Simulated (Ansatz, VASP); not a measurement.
Hg in VASP and in Ansatz

File INCAR:

```
  ALGO = Normal
  EDIFF = 1E-7
  ENCUT = 520
  GGA = PE
  ISIF = 2
  ISMEAR = -1
  LASPH = T
  LCHARG = F
  LREAL = F
  LWAVE = F
  NBANDS = 19
  NELM = 60
  PREC = Accurate
  SIGMA = 0.1
```

File KPOINTS:

```
k-points
0
Gamma
  14 14 14
```

The input POSCAR:

```
Hg
1.0
   -2.8582421103      2.8582421103      1.5065757349
    2.8582421103     -2.8582421103      1.5065757349
    2.8582421103      2.8582421103     -1.5065757349
Hg
2
Direct
   -0.3750000000     -0.1250000000     -0.2500000000
    0.3750000000      0.1250000000      0.2500000000
```

Input for Ansatz:

```yaml
crystal:
  lattice:
    - [-2.8582421103, 2.8582421103, 1.5065757349]
    - [2.8582421103, -2.8582421103, 1.5065757349]
    - [2.8582421103, 2.8582421103, -1.5065757349]
  atoms:
    - { symbol: Hg, position: [-0.375, -0.125, -0.25] }
    - { symbol: Hg, position: [0.375, 0.125, 0.25] }
kpoints:
  mp_grid: { grid: [14, 14, 14] }
scf:
  occupations: { method: fermi_dirac, width: 0.1 }
hamiltonian:
  xc: pbe
  pseudopotentials: { kind: all_electron, lapw: { basis_error: 0.001 } }
output:
  forces: true
  stress: true
  eigenvalues: true
  populations: true
```

Change from the starting cell: volume scaled by 0.85, LAPW.

Alike in both runs: task single point; functional PBE; k mesh 14 × 14 × 14; occupations fermi-dirac, width 0.1 eV; no spin polarisation.

|  | VASP | Ansatz |
| --- | --- | --- |
| version | VASP 6.6.1 | Ansatz 0.2.0 |
| potentials or method | VASP PAW PBE potentials, release 64 (Hg), cutoff 520 eV | all-electron LAPW, scalar-relativistic |

Ansatz gave:

| Quantity | Value |
| --- | --- |
| pressure (GPa) | 5.1 |

Which values does VASP return?

Pressure (GPa): 5.5.

Ansatz ran all-electron here, and VASP with PAW potentials.

Spin-orbit coupling is off throughout.
